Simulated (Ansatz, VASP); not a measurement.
## YN in VASP and in Ansatz

```
Y N
1.0
     0.00000    2.48633    2.48633
     2.48633    0.00000    2.48633
     2.48633    2.48633    0.00000
Y N
1 1
Direct
  0.00000 0.00000 0.00000
  0.50000 0.50000 0.50000
```

Change from the starting cell: volume scaled by 1.06.

Alike in both runs: task single point; functional LDA; k mesh 9 × 9 × 9; occupations fermi-dirac, width 0.03 eV; no spin polarisation.

|  | VASP | Ansatz |
| --- | --- | --- |
| version | VASP 6.6.1 | Ansatz 0.2.0 |
| potentials or method | VASP PAW LDA potentials, release 64 (Y_sv, N), cutoff 600 eV | all-electron LAPW, scalar-relativistic |

Ansatz gave:

```
pressure (GPa) : -14.0
```

Question: Estimate VASP's values.

Answer: Pressure (GPa): -13.9.

LDA's correlation is that of Perdew and Zunger in VASP and of Perdew and Wang (1992) in Ansatz. Ansatz ran all-electron here, and VASP with PAW potentials.
